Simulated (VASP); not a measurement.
# NbP (F-43m) in VASP: further runs

NbP is run at these levels: PBEsol; tasks: single point, relaxation of cell and atoms.

All numbers are computed with VASP 6.6.1; they aren't measurements. Logs are shortened: lines on timing, memory, paths and dates and some standing lists are left out, and cuts for length are marked.

**1. The cell of the first run**

It takes space group F-43m (No. 216, cubic). The conventional cell has a = 5.530 Å, b = 5.530 Å, c = 5.530 Å, α = 90.00°, β = 90.00°, γ = 90.00°. Nb (site symmetry -43m) has 4 P at 2.39 Å within 3.2 Å. P (site symmetry -43m) has 4 Nb at 2.39 Å within 3.2 Å.

**2. Single point, PBEsol**

Input file INCAR:

```
SYSTEM = NbP
PREC = Accurate ; ENCUT = 520
EDIFF = 1E-6 ; ISMEAR = 0
SIGMA = 0.1 ; LREAL = .FALSE.
LASPH = .TRUE. ; NELM = 100
ALGO = Normal ; ISIF = 2
LWAVE = .FALSE. ; LCHARG = .TRUE.
GGA = PS ; LELF = .TRUE.
LVHAR = .TRUE. ; NBANDS = 16
```

Input file KPOINTS:

```
Automatic mesh
0
G
  6 6 6
  0 0 0
```

Input file POSCAR:

```
NbP
1.0
    0.0000000000      2.7652353719      2.7652353719
    2.7652353719      0.0000000000      2.7652353719
    2.7652353719      2.7652353719      0.0000000000
Nb P
1 1
Direct
    0.0000000000      0.0000000000      0.0000000000
    0.2500000000      0.2500000000      0.2500000000
```

Potentials or basis: VASP PAW PBE potentials, release 64 (Nb_sv, P).

Run with:

```sh
cat potpaw_PBE.64/Nb_sv/POTCAR potpaw_PBE.64/P/POTCAR > POTCAR
mpirun -np 1 vasp_std > vasp.out
```

OUTCAR:

```text
SYSTEM = NbP
   PREC = Accurate
   ENCUT = 520
   EDIFF = 1E-6
   ISMEAR = 0
   LREAL = .FALSE.
   LASPH = .TRUE.
   NELM = 100
   ISIF = 2
   GGA = PS

 ion  position               nearest neighbor table
   1  0.000  0.000  0.000-   2 2.39   2 2.39   2 2.39   2 2.39
   2  0.250  0.250  0.250-   1 2.39   1 2.39   1 2.39   1 2.39

  LATTYP: Found a face centered cubic cell.
 ALAT       =     5.5304707438

  Lattice vectors:

 A1 = (   0.0000000000,   2.7652353719,   2.7652353719)
 A2 = (   2.7652353719,   0.0000000000,   2.7652353719)
 A3 = (   2.7652353719,   2.7652353719,   0.0000000000)

Analysis of symmetry for initial positions (statically):
=====================================================================
 Subroutine PRICEL returns:
 Original cell was already a primitive cell.

 Routine SETGRP: Setting up the symmetry group for a
 face centered cubic supercell.

 Subroutine GETGRP returns: Found 24 space group operations
 (whereof 24 operations were pure point group operations)
 out of a pool of 48 trial point group operations.

The static configuration has the point symmetry T_d .

Analysis of symmetry for dynamics (positions and initial velocities):
=====================================================================
 Subroutine PRICEL returns:
 Original cell was already a primitive cell.

 Routine SETGRP: Setting up the symmetry group for a
 face centered cubic supercell.

 Subroutine GETGRP returns: Found 24 space group operations
 (whereof 24 operations were pure point group operations)
 out of a pool of 48 trial point group operations.

The dynamic configuration has the point symmetry T_d .

 Subroutine INISYM returns: Found 24 space group operations
 (whereof 24 operations are pure point group operations),
 and found     1 'primitive' translations

----------------------------------------------------------------------------------------

                                     Primitive cell

  volume of cell :      42.2889

  direct lattice vectors                    reciprocal lattice vectors
     0.000000000  2.765235372  2.765235372    -0.180816434  0.180816434  0.180816434
     2.765235372  0.000000000  2.765235372     0.180816434 -0.180816434  0.180816434
     2.765235372  2.765235372  0.000000000     0.180816434  0.180816434 -0.180816434

  length of vectors
     3.910633366  3.910633366  3.910633366     0.313183251  0.313183251  0.313183251

  position of ions in fractional coordinates (direct lattice)
     0.000000000  0.000000000  0.000000000
     0.250000000  0.250000000  0.250000000

  ion indices of the primitive-cell ions
   primitive index   ion index
                 1           1
                 2           2

----------------------------------------------------------------------------------------

 KPOINTS: Automatic mesh

Automatic generation of k-mesh.
 Grid dimensions read from file:
 generate k-points for:    6    6    6

 Generating k-lattice:

  Cartesian coordinates                     Fractional coordinates (reciprocal lattice)
    -0.030136072  0.030136072  0.030136072     0.166666667  0.000000000  0.000000000
     0.030136072 -0.030136072  0.030136072     0.000000000  0.166666667  0.000000000
     0.030136072  0.030136072 -0.030136072     0.000000000  0.000000000  0.166666667

  Length of vectors
     0.052197209  0.052197209  0.052197209

  Shift w.r.t. Gamma in fractional coordinates (k-lattice)
     0.000000000  0.000000000  0.000000000

 Subroutine IBZKPT returns following result:
 ===========================================

 Found     16 irreducible k-points:

 Following reciprocal coordinates:
            Coordinates               Weight
  0.000000  0.000000  0.000000      1.000000
  0.166667  0.000000  0.000000      8.000000
  0.333333  0.000000  0.000000      8.000000
  0.500000  0.000000  0.000000      4.000000
  0.166667  0.166667  0.000000      6.000000
  0.333333  0.166667  0.000000     24.000000
[... 8 lines left out ...]
 -0.333333  0.333333  0.166667     24.000000
 -0.333333  0.500000  0.166667     12.000000
   k-points           NKPTS =     16   k-points in BZ     NKDIM =     16   number of bands    NBANDS=     16
   number of dos      NEDOS =    301   number of ions     NIONS =      2
   total plane-waves  NPLWV =  27000
   dimension x,y,z NGX =    30 NGY =   30 NGZ =   30
   dimension x,y,z NGXF=    60 NGYF=   60 NGZF=   60
   ions per type =               1   1
   NGX,Y,Z   is equivalent  to a cutoff of  12.75, 12.75, 12.75 a.u.
   NGXF,Y,Z  is equivalent  to a cutoff of  25.51, 25.51, 25.51 a.u.
 SYSTEM =  NbP
   PREC   = accura    normal or accurate (medium, high low for compatibility)
   ISTART =      0    job   : 0-new  1-cont  2-samecut
   ICHARG =      2    charge: 1-file 2-atom 10-const
   ISPIN  =      1    spin polarized calculation?
   LNONCOLLINEAR =      F non collinear calculations
   LSORBIT =      F    spin-orbit coupling
   LASPH  =      T    aspherical Exc in radial PAW
   ENCUT  =  520.0 eV  38.22 Ry    6.18 a.u.   7.27  7.27  7.27*2*pi/ulx,y,z
   NELM   =    100;   NELMIN=  2; NELMDL= -5     # of ELM steps
   EDIFF  = 0.1E-05   stopping-criterion for ELM
   LREAL  =      F    real-space projection
   EDIFFG = 0.1E-04   stopping-criterion for IOM
   NSW    =      0    number of steps for IOM
   IBRION =     -1    ionic relax: 0-MD 1-quasi-New 2-CG
   NFREE  =      0    steps in history (QN), initial steepest desc. (CG)
   ISIF   =      2    stress and relaxation
   ISYM   =      2    0-nonsym 1-usesym 2-fastsym
   POTIM  = 0.5000    time-step for ionic-motion
   TEBEG  =    0.0;   TEEND  =   0.0 temperature during run
   PSTRESS=    0.0 pullay stress
   NELECT =      18.0000    total number of electrons
   NUPDOWN=      -1.0000    fix difference up-down
   EMIN   =  10.00;   EMAX   =-10.00  energy-range for DOS
   EFERMI =   0.00;   METHOD = LEGACY
   ISMEAR =     0;   SIGMA  =   0.10  broadening in eV -4-tet -1-fermi 0-gaus
   EFERMI_NEDOS =   21; number of points for ismear=-14 and -15
   IALGO  =     38    algorithm
   IMIX   =      4    mixing-type and parameters
     AMIX     =   0.40;   BMIX     =  1.00
     AMIX_MAG =   1.60;   BMIX_MAG =  1.00
  volume/ion in A,a.u.               =      21.14       142.69
  Fermi-wavevector in a.u.,A,eV,Ry     =   1.231469  2.327139 20.633459  1.516516
  Thomas-Fermi vector in A             =   2.366278
   LORBIT       =      0    0 simple, 1 ext, 2 COOP (PROOUT), +10 PAW based schemes
   GGA     = PS    functional components
   LHFCALC =     F    Hartree Fock is set to
   AEXX    =    0.0000 exact exchange contribution
   IVDW    =     0    specifies the selected vdW correction
   LEPSILON=     F    determine dielectric tensor
   LRPA    =     F    only Hartree local field effects (RPA)
 non-spin polarized calculation
 Gauss-broadening in eV      SIGMA  =   0.10
  energy-cutoff  :      520.00
  volume of cell :       42.29
 maximum number of plane-waves:      1158
 NGX is ok and might be reduce to    30
   NGX = 15   NGY = 15   NGZ = 15

 number of electron      18.0000001 magnetization

 Free energy of the ion-electron system (eV)
  ---------------------------------------------------
  ext. energy  EPLUGINS =         0.00000000
  ---------------------------------------------------
  free energy    TOTEN  =       -16.74473814 eV

  energy without entropy =      -16.73591942  energy(sigma->0) =      -16.74032878

 E-fermi :   7.1682     XC(G=0): -10.5314

 val. band max:        7.0698192730   @ k =   0.1667   0.0000   0.0000
 cond. band min:       7.1707345897   @ k =   0.0000   0.0000   0.0000
 fundamental gap:      0.1009153168
 Fermi energy:         7.1682157468

 k-point     1 :       0.0000    0.0000    0.0000
  band No.  band energies     occupation
      1     -47.9726      2.00000
      2     -24.0798      2.00000
      3     -24.0798      2.00000
      4     -24.0798      2.00000
      5      -4.3169      2.00000
      6       3.3676      2.00000
[... 8 lines left out ...]
     15      15.8109      0.00000
     16      15.8109      0.00000

 k-point     2 :       0.1667    0.0000    0.0000
  band No.  band energies     occupation
      1     -47.9710      2.00000
      2     -24.1075      2.00000
      3     -24.0838      2.00000
      4     -24.0838      2.00000
      5      -4.0516      2.00000
      6       3.0685      2.00000
[... 8 lines left out ...]
     15      14.5943      0.00000
     16      15.7769      0.00000

 k-point     3 :       0.3333    0.0000    0.0000
  band No.  band energies     occupation
      1     -47.9677      2.00000
      2     -24.1623      2.00000
      3     -24.0918      2.00000
      4     -24.0918      2.00000
      5      -3.4949      2.00000
      6       2.7798      2.00000
[... 8 lines left out ...]
     15      14.9033      0.00000
     16      16.5845      0.00000

 k-point     4 :       0.5000    0.0000    0.0000
  band No.  band energies     occupation
      1     -47.9661      2.00000
      2     -24.1895      2.00000
      3     -24.0957      2.00000
      4     -24.0957      2.00000
      5      -3.2067      2.00000
      6       2.8180      2.00000
[... 8 lines left out ...]
     15      16.8804      0.00000
     16      17.1143      0.00000
[... 172 lines left out ...]
 k-point    14 :       0.5000    0.3333    0.1667
  band No.  band energies     occupation
      1     -47.9655      2.00000
      2     -24.1652      2.00000
      3     -24.1228      2.00000
      4     -24.1044      2.00000
      5      -3.1148      2.00000
      6       2.6840      2.00000
[... 8 lines left out ...]
     15      14.8124      0.00000
     16      16.0603      0.00000

 k-point    15 :      -0.3333    0.3333    0.1667
  band No.  band energies     occupation
      1     -47.9644      2.00000
      2     -24.1709      2.00000
      3     -24.1347      2.00000
      4     -24.1103      2.00000
      5      -2.9233      2.00000
      6       3.0417      2.00000
[... 8 lines left out ...]
     15      15.8998      0.00000
     16      16.4841      0.00000

 k-point    16 :      -0.3333    0.5000    0.1667
  band No.  band energies     occupation
      1     -47.9639      2.00000
      2     -24.1749      2.00000
      3     -24.1329      2.00000
      4     -24.1193      2.00000
      5      -2.8273      2.00000
      6       2.5917      2.00000
[... 8 lines left out ...]
     15      15.9896      0.00000
     16      16.5469      0.00000

------------------------ aborting loop because EDIFF is reached ----------------------------------------

  FORCE on cell =-STRESS in cart. coord.  units (eV):
  Direction    XX          YY          ZZ          XY          YZ          ZX
  --------------------------------------------------------------------------------------
  -------------------------------------------------------------------------------------
  Total       -0.0819993     -0.0819993     -0.0819993     -0.0000000     -0.0000000     -0.0000000
  in kB       -3.1066651     -3.1066651     -3.1066651     -0.0000000     -0.0000000     -0.0000000
  external PRESSURE =      -3.1066651 kB  Pullay stress =       0.0000000 kB

 VOLUME and BASIS-vectors are now :
 -----------------------------------------------------------------------------
  energy-cutoff  :      520.00
  volume of cell :       42.29
      direct lattice vectors                 reciprocal lattice vectors
     0.000000000  2.765235372  2.765235372    -0.180816434  0.180816434  0.180816434
     2.765235372  0.000000000  2.765235372     0.180816434 -0.180816434  0.180816434
     2.765235372  2.765235372  0.000000000     0.180816434  0.180816434 -0.180816434

 POSITION                                       TOTAL-FORCE (eV/Angst)
 -----------------------------------------------------------------------------------
      0.00000      0.00000      0.00000        -0.000000     -0.000000     -0.000000
      1.38262      1.38262      1.38262         0.000000      0.000000      0.000000
 -----------------------------------------------------------------------------------
    total drift:                                0.000000      0.000000      0.000000

  FREE ENERGIE OF THE ION-ELECTRON SYSTEM (eV)
  ---------------------------------------------------
  free  energy   TOTEN  =       -16.7447381404 eV

  energy  without entropy=      -16.7359194219  energy(sigma->0) =      -16.74032878
```

Run time: 12 s. Hardware: 1 thread of Intel Xeon 6975P-C, shared host; peak memory 0.17 GiB.

Results:

```yaml
Free_energy: -16.7447 eV
Pressure: -0.3 GPa
Band_gap_on_the_k_mesh: zero (band 9 reaches 7.69 eV, above the bottom of band 10 at 7.07 eV)
```

Levels at points of the mesh, in eV from the Fermi level:
```
           k point  band 6  band 7  band 8  band 9  band 10  band 11  band 12  band 13
(0.00, 0.00, 0.00)   -3.80   -3.80   -3.80    0.00     0.00     2.91     5.81     5.81
(0.50, 0.00, 0.00)   -4.35   -3.35   -3.35    0.52     0.52     0.82     3.53     3.53
(0.50, 0.50, 0.00)   -5.09   -2.18   -2.18   -1.22     1.02     1.17     1.65     1.65
```

Caveat: the PAW data sets were made with another functional, which shifts forces and pressure a little.

**3. Relaxation of cell and atoms, PBEsol**

This run uses another cell than the first one, of 19.52 Å³/atom, 0.923 times its volume.

Input file INCAR:

```
PREC     = Accurate       # precision mode
ENCUT    = 600            # plane-wave cutoff, eV
EDIFF    = 1E-6           # SCF threshold, eV
ISMEAR   = 0              # smearing method
SIGMA    = 0.1            # smearing width, eV
LREAL    = False          # projectors in reciprocal space
LASPH    = True           # aspherical terms in the spheres
NELM     = 100            # most SCF steps
ALGO     = Normal         # electronic algorithm
ISIF     = 3              # what is computed and relaxed
LWAVE    = False          # write WAVECAR
LCHARG   = False          # write CHGCAR
GGA      = PS             # functional
IBRION   = 2              # ionic algorithm
NSW      = 100            # ionic steps
EDIFFG   = -0.05          # ionic threshold
```

Input file KPOINTS:

```
Automatic mesh
0
Gamma
  6 6 6
```

Input file POSCAR:

```
NbP
1.0
    0.0000000000      2.6925123300      2.6925123300
    2.6925123300      0.0000000000      2.6925123300
    2.6925123300      2.6925123300      0.0000000000
Nb P
1 1
Direct
    0.0000000000      0.0000000000      0.0000000000
    0.2500000000      0.2500000000      0.2500000000
```

Potentials or basis: VASP PAW PBE potentials, release 64 (Nb_sv, P).

Run with:

```sh
cat potpaw_PBE.64/Nb_sv/POTCAR potpaw_PBE.64/P/POTCAR > POTCAR
mpirun -np 1 vasp_std > vasp.out
```

Wall time 29 s (1 thread of Intel Xeon 6975P-C, shared host); peak memory 0.17 GiB.

The run converged. Its results:

```yaml
Free_energy: -16.7440 eV
Relaxed_volume: 21.13 Å³/atom
Relaxed_cell: a = 3.910 Å, b = 3.910 Å, c = 3.910 Å, α = 60.00°, β = 60.00°, γ = 60.00°
Space_group_after_relaxing_to_0.05_Å: F-43m (No. 216)
Energy_gained_by_relaxing: 49.2 meV/atom
Ionic_steps: 3
Pressure_after_relaxing: -0.2 GPa
Band_gap_on_the_k_mesh: zero (band 9 reaches 7.70 eV, above the bottom of band 10 at 7.08 eV)
```

Step by step:
```tsv
step	energy change (eV)	largest force (eV/Å)	pressure (GPa)	volume (Å³)
1	0.0000	0.0000	10.69	39.04
2	0.0623	0.0000	-10.06	46.87
3	-0.0983	0.0000	-0.20	42.26
```

Final structure:
```xyz
2
Lattice="0.0000 2.7647 2.7647 2.7647 0.0000 2.7647 2.7647 2.7647 0.0000" Properties=species:S:1:pos:R:3 pbc="T T T"
Nb    0.0000    0.0000    0.0000
P     1.3823    1.3823    1.3823
```

Levels at points of the mesh, in eV from the Fermi level:
| k point | band 6 | band 7 | band 8 | band 9 | band 10 | band 11 | band 12 | band 13 |
| --- | --- | --- | --- | --- | --- | --- | --- | --- |
| (0.00, 0.00, 0.00) | -3.80 | -3.80 | -3.80 | 0.00 | 0.00 | 2.92 | 5.81 | 5.81 |
| (0.50, 0.00, 0.00) | -4.35 | -3.35 | -3.35 | 0.52 | 0.52 | 0.83 | 3.53 | 3.53 |
| (0.50, 0.50, 0.00) | -5.09 | -2.18 | -2.18 | -1.22 | 1.03 | 1.17 | 1.65 | 1.65 |

Caveat: the PAW data sets were made with another functional, which shifts forces and pressure a little.
